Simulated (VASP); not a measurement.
# PdC18 in VASP: further runs, part 2 of 2

VASP 6.6.1.

## Step 4: Single point, LDA

Input file INCAR:

```
  ALGO = Normal
  EDIFF = 1E-7
  ENCUT = 520
  ISIF = 2
  ISMEAR = -1
  LASPH = True
  LCHARG = True
  LELF = True
  LREAL = Auto
  LVHAR = True
  LWAVE = False
  NBANDS = 56
  NELM = 100
  PREC = Accurate
  SIGMA = 0.05
```

Input file KPOINTS:

```
k-points
0
Gamma
  2 2 1
```

Input file POSCAR:

```
PdC18
1.0
    7.3980000000      0.0000000000      0.0000000000
   -3.6990000000      6.4068560000      0.0000000000
    0.0000000000      0.0000000000     11.0000000000
C Pd
18 1
Direct
   -0.0072257558      0.0007493535      0.0905892727
    0.2152327310      0.1115281817      0.0906138182
   -0.0065780985      0.3338237975      0.0884336364
    0.2129366916      0.4441083115      0.0885193636
   -0.0074713601      0.6661865040      0.0894560000
    0.2155055206      0.7779915765      0.0884327273
    0.3273463837      0.0009444570      0.0898171818
    0.5479324216      0.1110657084      0.0905877273
    0.3242281363      0.3315143965      0.0915771818
    0.5492906160      0.4430213509      0.0934137273
    0.3247364573      0.6677078430      0.0885180909
    0.5486215049      0.7803011337      0.0915749091
    0.6596119813      0.0002864119      0.0906126364
    0.8823095357      0.1108707609      0.0898180000
    0.6603246898      0.3330021777      0.0914823636
    0.8822501714      0.4456290262      0.0894560000
    0.6621762762      0.6687940232      0.0934148182
    0.8832292320      0.7788128842      0.0914833636
    0.5012693321      0.5558809188      0.2649264545
```

Launch:

```
> cat potpaw_LDA.64/C/POTCAR potpaw_LDA.64/Pd/POTCAR > POTCAR
> mpirun -np 1 vasp_std > vasp.out
```

It took 2.1 min on 1 thread of Intel Xeon Platinum 8559C (Emerald Rapids), shared host; peak memory 0.42 GiB.

The run converged. Its results:

```
Free energy            : -184.5372 eV
Largest force          : 0.104 eV/Å
Band gap on the k mesh : 0.23 eV, direct
```

Forces on the atoms (eV/Å):
```
C   -0.003 -0.010 -0.004
C   -0.034  0.004  0.000
C   -0.008 -0.001 -0.007
C   -0.005  0.005  0.006
C    0.015 -0.003 -0.008
C   -0.015 -0.002 -0.004
C    0.011 -0.022 -0.003
C   -0.001  0.005  0.001
C   -0.003  0.001  0.005
C   -0.001  0.007 -0.022
C   -0.005 -0.006 -0.001
C    0.002  0.003  0.003
C   -0.032 -0.007 -0.005
C    0.013  0.020 -0.001
C   -0.007 -0.027 -0.003
C    0.022  0.013 -0.006
C   -0.003 -0.011 -0.028
C   -0.008  0.029 -0.004
Pd   0.064  0.004  0.081
```

Levels at points of the mesh, in eV from the valence-band top:
| k point | band 39 | band 40 | band 41 | band 42 | band 43 | band 44 |
| --- | --- | --- | --- | --- | --- | --- |
| (0.00, 0.00, 0.00) | -1.86 | -0.07 | 0.00 | 0.23 | 0.27 | 0.85 |
| (0.50, 0.00, 0.00) | -1.72 | -1.27 | -1.02 | 0.93 | 1.56 | 2.34 |
| (0.00, 0.50, 0.00) | -1.69 | -1.32 | -1.00 | 0.92 | 1.59 | 2.29 |
| (0.50, 0.50, 0.00) | -1.72 | -1.27 | -1.02 | 0.93 | 1.56 | 2.34 |

Caveat: the k points lie up to 0.49 Å⁻¹ apart.

## Step 5: Single point, LDA

Input file INCAR:

```
SYSTEM = PdC18
PREC = Accurate
ENCUT = 520
EDIFF = 1E-6
ISMEAR = -1
SIGMA = 0.05
LREAL = Auto
LASPH = .TRUE.
NELM = 100
ALGO = Normal
ISIF = 2
LWAVE = .FALSE.
LCHARG = .FALSE.
NBANDS = 56
```

Input file KPOINTS:

```
regular mesh
0
G
  2 2 1
  0 0 0
```

Input file POSCAR:

```
PdC18
1.0
    7.3980000000      0.0000000000      0.0000000000
   -3.6990000000      6.4068560000      0.0000000000
    0.0000000000      0.0000000000     11.0000000000
C Pd
18 1
Direct
   -0.0071058037      0.0003496255      0.0897869091
    0.2150117595      0.1116063792      0.0898306364
   -0.0071423157      0.3333736547      0.0872480909
    0.2139682974      0.4448717124      0.0871121818
   -0.0072964556      0.6664749450      0.0883223636
    0.2153907857      0.7784409389      0.0872474545
    0.3264615297      0.0003418213      0.0891337273
    0.5484515764      0.1114646560      0.0897853636
    0.3236786058      0.3318081443      0.0913836364
    0.5482756202      0.4430719217      0.0959886364
    0.3250041159      0.6669433494      0.0871113636
    0.5477774099      0.7800062933      0.0913822727
    0.6593125782      0.0002077462      0.0898302727
    0.8820268701      0.1114727723      0.0891348182
    0.6603716332      0.3322077162      0.0914810000
    0.8821360314      0.4453396487      0.0883220000
    0.6611101425      0.6687420476      0.0959903636
    0.8840701115      0.7796065652      0.0914824545
    0.5518425981      0.5558890351      0.2721539091
```

Potentials or basis: VASP PAW LDA potentials, release 64 (C, Pd).

Launch:

```
> cat potpaw_LDA.64/C/POTCAR potpaw_LDA.64/Pd/POTCAR > POTCAR
> mpirun -np 1 vasp_std > vasp.out
```

OUTCAR:

```text
SYSTEM = PdC18
   PREC = Accurate
   ENCUT = 520
   EDIFF = 1E-6
   ISMEAR = -1
   LREAL = Auto
   LASPH = .TRUE.
   NELM = 100
   ISIF = 2

 ion  position               nearest neighbor table
   1  0.993  0.000  0.090-  18 1.41  14 1.42   2 1.42
   2  0.215  0.112  0.090-   9 1.41   1 1.42   7 1.43
   3  0.993  0.333  0.087-   4 1.42  14 1.42  16 1.43
   4  0.214  0.445  0.087-   3 1.42  11 1.42   9 1.43
   5  0.993  0.666  0.088-  16 1.42  18 1.42   6 1.43
   6  0.215  0.778  0.087-  11 1.42   7 1.42   5 1.43
   7  0.326  0.000  0.089-   6 1.42   8 1.42   2 1.43
[... 448 lines left out ...]
  Total       -3.6940396     -6.9514029      0.0925920     -0.0166674      0.0015282      0.2225218
  in kB      -11.3516805    -21.3614665      0.2845325     -0.0512185      0.0046961      0.6838033
  external PRESSURE =     -10.8095382 kB  Pullay stress =       0.0000000 kB

 VOLUME and BASIS-vectors are now :
 -----------------------------------------------------------------------------
  energy-cutoff  :      520.00
  volume of cell :      521.38
      direct lattice vectors                 reciprocal lattice vectors
     7.398000000  0.000000000  0.000000000     0.135171668  0.078041398  0.000000000
    -3.699000000  6.406856000  0.000000000     0.000000000  0.156082796  0.000000000
     0.000000000  0.000000000 11.000000000     0.000000000  0.000000000  0.090909091

 POSITION                                       TOTAL-FORCE (eV/Angst)
 -----------------------------------------------------------------------------------
      7.34414      0.00224      0.98766        -0.012093     -0.005964     -0.004960
      1.17783      0.71505      0.98814        -0.025806     -0.000563     -0.003910
      6.11201      2.13588      0.95973        -0.004283      0.000641     -0.007969
     -0.06264      2.85023      0.95823        -0.003066     -0.005788      0.001039
      4.87873      4.27001      0.97155         0.005798      0.004832     -0.007571
     -1.28599      4.98736      0.95972        -0.013489     -0.007474     -0.007713
[... 11 lines left out ...]
      3.65659      4.99483      1.00631        -0.013015      0.015081     -0.000762
      2.02630      3.56150      2.99369         0.106460     -0.000118      0.115457
 -----------------------------------------------------------------------------------
    total drift:                                0.006211     -0.021112      0.007883

  FREE ENERGIE OF THE ION-ELECTRON SYSTEM (eV)
  ---------------------------------------------------
  free  energy   TOTEN  =      -184.5772260305 eV

  energy  without entropy=     -184.5368561543  energy(sigma->0) =     -184.55704109
```

stdout:

```text
POSCAR found type information on POSCAR C Pd
 POSCAR found :  2 types and      19 ions
 scaLAPACK will be used
 LDA part: xc-table for (Slater(with rela. corr.)+CA(PZ))
 , standard interpolation
 POSCAR, INCAR and KPOINTS ok, starting setup
 FFT: planning ... GRIDC
 FFT: planning ... GRID_SOFT
 FFT: planning ... GRID
 WAVECAR not read
 entering main loop
```

Wall time 1.8 min (1 thread of Intel Xeon Platinum 8559C (Emerald Rapids), shared host); peak memory 0.42 GiB.

Results:

| Item | Value |
| --- | --- |
| Free energy | -184.5772 eV |
| Largest force | 0.157 eV/Å |
| Band gap on the k mesh | 0.03 eV, direct |

Forces in eV/Å, atoms in the order of the input:
```
C   -0.012 -0.006 -0.005
C   -0.026 -0.001 -0.004
C   -0.004  0.001 -0.008
C   -0.003 -0.006  0.001
C    0.006  0.005 -0.008
C   -0.013 -0.007 -0.008
C    0.000 -0.005 -0.005
C   -0.010  0.006 -0.006
C   -0.005 -0.001  0.002
C   -0.006 -0.012 -0.030
C   -0.004  0.001 -0.004
C    0.002  0.001  0.002
C   -0.022 -0.009 -0.005
C    0.003  0.005 -0.005
C   -0.006 -0.012 -0.003
C    0.009  0.006 -0.005
C   -0.002  0.018 -0.023
C   -0.013  0.015 -0.001
Pd   0.106  0.000  0.115
```

Caveat: the k points lie up to 0.49 Å⁻¹ apart.
